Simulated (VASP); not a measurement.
A run of VASP 6.6.1:

File INCAR:

```
SYSTEM = Pd
  PREC = Accurate
  ENCUT = 600
  EDIFF = 1E-6
  ISMEAR = -1
  SIGMA = 0.05
  LREAL = .FALSE.
  LASPH = .TRUE.
  NELM = 150
  ALGO = Normal
  ISIF = 3
  LWAVE = .FALSE.
  LCHARG = .FALSE.
  ISPIN = 2
  MAGMOM = 0.5
  LORBIT = 11
  LMAXMIX = 4
  GGA = B5
  ALDAX = 1.0
  AGGAX = 1.0
  AGGAC = 1.0
  ALDAC = 0.0
  IBRION = 2
  NSW = 80
  EDIFFG = -0.01
```

File KPOINTS:

```
Automatic mesh
0
G
  12 12 12
  0 0 0
```

File POSCAR:

```
Pd
1.0
    2.5140960172      0.0000000000      0.0000000000
    0.0000000000      2.5140960172      0.0000000000
    0.0000000000      0.0000000000      2.5140960172
Pd
1
Direct
    0.0000000000      0.0000000000      0.0000000000
```

Potentials or basis: VASP PAW PBE potentials, release 64 (Pd).

Run with:

```bash
$ cat potpaw_PBE.64/Pd/POTCAR > POTCAR
$ mpirun -np 1 vasp_std > vasp.out
```

Hardware: 1 thread of Intel Xeon 8259CL, on a shared host.

Estimate the wall time of this run.

It took 4.2 min on 1 thread of Intel Xeon 8259CL, with other jobs on the host, peak memory 0.15 GiB. Counts: scf iterations 69, k points 84, ion steps 19.
